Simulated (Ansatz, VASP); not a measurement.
# One calculation of BaLiF3, two programs

The input INCAR:

```
PREC     = Accurate       # precision mode
ENCUT    = 520            # plane-wave cutoff, eV
EDIFF    = 1E-6           # SCF threshold, eV
ISMEAR   = 0              # smearing method
SIGMA    = 0.05           # smearing width, eV
LREAL    = F              # projectors in reciprocal space
LASPH    = T              # aspherical terms in the spheres
NELM     = 100            # most SCF steps
ALGO     = Normal         # electronic algorithm
ISIF     = 2              # what is computed and relaxed
LWAVE    = F              # write WAVECAR
LCHARG   = F              # write CHGCAR
NBANDS   = 25             # bands
```

The input KPOINTS:

```
Automatic mesh
0
Gamma
  6 6 6
```

The input POSCAR:

```
BaLiF3
1.0
    4.1082390892      0.0000000000      0.0000000000
    0.0000000000      4.1082390892      0.0000000000
    0.0000000000      0.0000000000      3.8689241908
Ba Li F
1 1 3
Direct
    0.0000000000      0.0000000000      0.0000000000
    0.5000000000      0.5000000000      0.5000000000
    0.0000000000      0.5000000000      0.5000000000
    0.5000000000      0.5000000000      0.0000000000
    0.5000000000      0.0000000000      0.5000000000
```

Input for Ansatz:

```yaml
crystal:
  lattice:
    - [4.1082390892, 0.0, 0.0]
    - [0.0, 4.1082390892, 0.0]
    - [0.0, 0.0, 3.8689241908]
  atoms:
    - { symbol: Ba, position: [0.0, 0.0, 0.0] }
    - { symbol: Li, position: [0.5, 0.5, 0.5] }
    - { symbol: F, position: [0.0, 0.5, 0.5] }
    - { symbol: F, position: [0.5, 0.5, 0.0] }
    - { symbol: F, position: [0.5, 0.0, 0.5] }
basis:
  ecutwfc: 420
kpoints:
  mp_grid: { grid: [6, 6, 6] }
hamiltonian:
  xc: lda
scf:
  occupations: { method: gaussian, width: 0.05 }
output:
  forces: true
  stress: true
  eigenvalues: true
```

Change from the starting cell: strain +0.030 along x and y, -0.030 along z, atoms carried along.

Alike in both runs: task single point; functional LDA; k mesh 6 × 6 × 6; occupations gaussian, width 0.05 eV; no spin polarisation.

|  | VASP | Ansatz |
| --- | --- | --- |
| version | VASP 6.6.1 | Ansatz 0.2.0 |
| potentials or method | VASP PAW LDA potentials, release 64 (Ba_sv, Li_sv, F), cutoff 520 eV | scalar-relativistic, plane waves, PAW |
| valence electrons in the cell | 34 | 34 |

VASP gave:

| Quantity | Value |
| --- | --- |
| gap on the k mesh at the Fermi level (eV) | 6.08 |
| least direct gap on the mesh (eV) | 6.08 |

Q: Estimate Ansatz's values.

A: gap on the k mesh at the Fermi level (eV): 6.18; least direct gap on the mesh (eV): 6.18.

LDA's correlation is that of Perdew and Zunger in VASP and of Perdew and Wang (1992) in Ansatz.

Spin-orbit coupling is off throughout. Noted on VASP's run: the cutoff is under 1.25 times that of the potentials, so the pressure is a little rough.
